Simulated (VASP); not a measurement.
**CuGe2F4: single point with PBE**

Crystal: CuGe2F4.

```
Cu Ge F
1.0
     3.72879    0.00000    0.00000
     0.00000    3.72879    0.00000
     0.00000    0.00000    6.83709
Cu Ge F
1 2 4
Direct
  0.50000 0.50000 0.00000
  0.50000 0.00000 0.70603
  0.00000 0.50000 0.29397
  0.50000 0.00000 0.16595
  0.00000 0.50000 0.83405
  0.50000 0.50000 0.50000
  0.00000 0.00000 0.50000
```

The cell was generated, and may not be a known phase.

```yaml
Program: VASP 6.6.1
Task: single point
Functional: PBE
Potentials_or_basis: VASP PAW PBE potentials, release 64 (Cu, Ge_d, F)
Cutoff: 520 eV
k_mesh: 6 × 6 × 2
Occupations: gaussian, width 0.1 eV
Spin: collinear spin
Starting_moments: "[1.0, 0.0, 0.0, 0.0, 0.0, 0.0, 0.0] μB"
```

```yaml
Pressure: -0.1 GPa
Largest_force: 0.023 eV/Å
Net_moment: 0.00 μB per cell
Valence_electrons_inside_the_program's_atomic_spheres: Cu 9.81; Ge 11.91; F 6.03, 6.05 (each value once)
```

Forces in eV/Å, atoms in the order of the input:
```
Cu   0.000  0.000  0.000
Ge   0.000  0.000  0.023
Ge   0.000  0.000 -0.023
F    0.000  0.000  0.008
F    0.000  0.000 -0.008
F    0.000  0.000  0.000
F    0.000  0.000  0.000
```

Levels at points of the mesh, in eV from the Fermi level:
Spin up:
```
           k point  band 31  band 32  band 33  band 34  band 35  band 36  band 37  band 38
(0.00, 0.00, 0.00)    -2.03    -2.03    -1.86    -0.58     1.41     2.70     2.70     3.42
(0.50, 0.00, 0.00)    -2.29    -2.20    -1.84    -0.50     0.57     1.67     2.02     2.68
(0.50, 0.50, 0.00)    -2.18    -2.18    -2.17     0.76     1.11     2.17     2.28     2.28
(0.00, 0.00, 0.50)    -2.15    -2.04    -2.04    -0.05     0.46     2.70     2.70     3.51
(0.50, 0.00, 0.50)    -2.25    -2.22    -1.82    -0.82     0.20     1.95     2.31     2.71
(0.50, 0.50, 0.50)    -2.25    -2.25    -2.15     0.92     1.07     1.60     2.41     2.41
```
Spin down:
```
           k point  band 30  band 31  band 32  band 33  band 34  band 35  band 36  band 37  band 38  band 39
(0.00, 0.00, 0.00)    -2.38    -2.03    -2.03    -1.86    -0.58     1.41     2.70     2.70     3.42     3.42
(0.50, 0.00, 0.00)    -2.30    -2.29    -2.20    -1.84    -0.50     0.57     1.67     2.02     2.68     2.82
(0.50, 0.50, 0.00)    -2.23    -2.18    -2.18    -2.17     0.76     1.11     2.17     2.28     2.28     2.56
(0.00, 0.00, 0.50)    -2.35    -2.15    -2.04    -2.04    -0.05     0.46     2.70     2.70     3.51     3.51
(0.50, 0.00, 0.50)    -2.29    -2.25    -2.22    -1.82    -0.82     0.20     1.95     2.31     2.71     2.83
(0.50, 0.50, 0.50)    -2.37    -2.25    -2.25    -2.15     0.92     1.07     1.60     2.41     2.41     2.51
```

Run time: 6.1 min on 1 thread of Intel Xeon 8259CL (shared host), peak memory 0.31 GiB.

Caveat: the k points lie up to 0.46 Å⁻¹ apart. With open d or f shells a metallic result of PBE can be an artefact of self-interaction; +U or a hybrid may open a gap.
